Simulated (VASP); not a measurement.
**Ni: relaxation of cell and atoms with PBE+D4**

The system is Ni.

```
Ni
1.0
     0.00000    1.73757    1.73757
     1.73757    0.00000    1.73757
     1.73757    1.73757    0.00000
Ni
1
Cartesian
  0.0000 0.0000 0.0000
```

- Program: VASP 6.6.1
- Task: relaxation of cell and atoms
- Functional: PBE
- Dispersion: D4
- Potentials or basis: VASP PAW PBE potentials, release 64 (Ni)
- Cutoff: 600 eV
- k mesh: 13 × 13 × 13
- Occupations: fermi-dirac, width 0.05 eV
- Spin: collinear spin, ferromagnetic start
- Starting moments: [1.0] μB
- Dipole correction: no
- Further INCAR settings: ALGO = Normal; EDIFF = 1e-06; IBRION = 2; EDIFFG = -0.02; NSW = 80; ISIF = 3

- Relaxed volume: 10.55 Å³/atom
- Relaxed cell: a = 2.462 Å, b = 2.462 Å, c = 2.462 Å, α = 60.00°, β = 60.00°, γ = 60.00°
- Space group after relaxing (to 0.05 Å): Fm-3m (No. 225)
- Energy gained by relaxing: 0.2 meV/atom
- Ionic steps: 3
- Pressure after relaxing: 0.1 GPa
- Net moment: 0.62 μB per cell
- Site moments: Ni +0.63 μB
- Valence electrons inside the program's atomic spheres: Ni 9.37
- Dispersion energy per atom: -0.468 eV

The path:
```
step  energy change (eV)  largest force (eV/Å)  pressure (GPa)  volume (Å³)
   1              0.0000                0.0000            1.21        10.49
   2              0.0001                0.0000           -1.31        10.61
   3             -0.0002                0.0000            0.09        10.55
```

Final structure:
```
Ni
1.0
     0.00000    1.74065    1.74065
     1.74065    0.00000    1.74065
     1.74065    1.74065    0.00000
Ni
1
Direct
  0.00000 0.00000 0.00000
```

Levels at points of the mesh, in eV from the Fermi level:
Spin up:
| k point | band 1 | band 2 | band 3 | band 4 | band 5 | band 6 | band 7 | band 8 | band 9 | band 10 |
| --- | --- | --- | --- | --- | --- | --- | --- | --- | --- | --- |
| (0.00, 0.00, 0.00) | -9.23 | -2.51 | -2.51 | -2.51 | -1.29 | -1.29 | 23.98 | 28.09 | 28.09 | 28.09 |
Spin down:
| k point | band 2 | band 3 | band 4 | band 5 | band 6 | band 7 | band 8 | band 9 |
| --- | --- | --- | --- | --- | --- | --- | --- | --- |
| (0.00, 0.00, 0.00) | -1.77 | -1.77 | -1.77 | -0.70 | -0.70 | 23.83 | 28.07 | 28.07 |

Wall time 55 s on 1 thread of AMD EPYC 7R43 64-Core Processor (Zen 3), on a shared host, peak memory 0.11 GiB.

Caveat: pairwise dispersion overbinds metals, which lowers pressure and volume.
